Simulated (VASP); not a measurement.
Crystal: BaTiO3.

```
Ba Ti O
1.0
     4.00600    0.00000    0.00000
     0.00000    4.00600    0.00000
     0.00000    0.00000    4.00600
Ba Ti O
1 1 3
Cartesian
  2.0030 2.0030 2.0030
  0.0000 0.0000 0.0000
  2.0030 0.0000 0.0000
  0.0000 2.0030 0.0000
  0.0000 0.0000 2.0030
```

Program: VASP 6.6.1. Alike in all runs: task single point; potentials or basis VASP PAW LDA potentials, release 64 (Ba_sv, Ti_sv, O); no spin polarisation; cell as given; k mesh 4 × 4 × 4; cutoff (eV) 520; smearing gaussian 0.01 eV.

Order these runs on this cell by their band gap on the k mesh, lowest first.
A. level LDA
B. level LDA+U; U Ti d U = 2.0 eV
C. level LDA+U; U Ti d U = 4.0 eV
D. level LDA+U; U Ti d U = 6.0 eV

A (1.63 eV), B (1.85 eV), C (2.09 eV), D (2.35 eV).

Caveats: spin-orbit coupling is left out, which moves the levels of the heavy elements.

A k mesh can miss the band edges.
